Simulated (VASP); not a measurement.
Write the native input for VASP 6.6.1 that does the following.

| Quantity | Value |
| --- | --- |
| Task | single point |
| Functional | PBE |
| Potentials or basis | VASP PAW PBE potentials, release 64 (Pb_d) |
| Cutoff | 520 eV |
| k mesh | 15 × 15 × 8 |
| Occupations | gaussian, width 0.1 eV |
| Spin | no spin polarisation |
| Dipole correction | no |
| Further INCAR settings | ALGO = Fast; EDIFF = 1e-07; NBANDS = 21 |

The structure of Pb lies in POSCAR:

```
Pb
1.0
    3.5869411118      0.0000000000      0.0000000000
   -1.7934705559      3.1063821247      0.0000000000
    0.0000000000      0.0000000000      5.4263807000
Pb
2
Direct
    0.3333333333      0.6666666667      0.2500000000
    0.6666666667      0.3333333333      0.7500000000
```

This isn't the form of Pb at room conditions, which is fcc.

This cell differs from its parent crystal: strained.

These files were run (other wordings do the same):

INCAR

```
SYSTEM = Pb
ALGO     = Fast           ! electronic algorithm
EDIFF    = 1E-7           ! SCF threshold, eV
ENCUT    = 520            ! plane-wave cutoff, eV
GGA      = PE             ! functional
ISIF     = 2              ! what is computed and relaxed
ISMEAR   = 0              ! smearing method
LASPH    = .TRUE.         ! aspherical terms in the spheres
LCHARG   = .FALSE.        ! write CHGCAR
LREAL    = .FALSE.        ! projectors in reciprocal space
LWAVE    = .FALSE.        ! write WAVECAR
NBANDS   = 21             ! bands
NELM     = 100            ! most SCF steps
PREC     = Accurate       ! precision mode
SIGMA    = 0.1            ! smearing width, eV
```

KPOINTS

```
k-points
0
G
  15 15 8
  0 0 0
```

Potentials or basis: VASP PAW PBE potentials, release 64 (Pb_d).

Command:

```bash
$ cat potpaw_PBE.64/Pb_d/POTCAR > POTCAR
$ mpirun -np 1 vasp_std > vasp.out
```

It gave:

| Quantity | Value |
| --- | --- |
| Pressure | 2.6 GPa |
| Band gap on the k mesh | zero (bands 14 and 15 overlap by 7.11 eV) |

Caveat: the cell differs from its parent crystal (strained); spin-orbit coupling is left out, which moves the levels of the heavy elements.

Wall time 77 s on 1 thread of Intel(R) Xeon(R) 6975P-C (Granite Rapids), with other jobs on the host, peak memory 0.27 GiB.
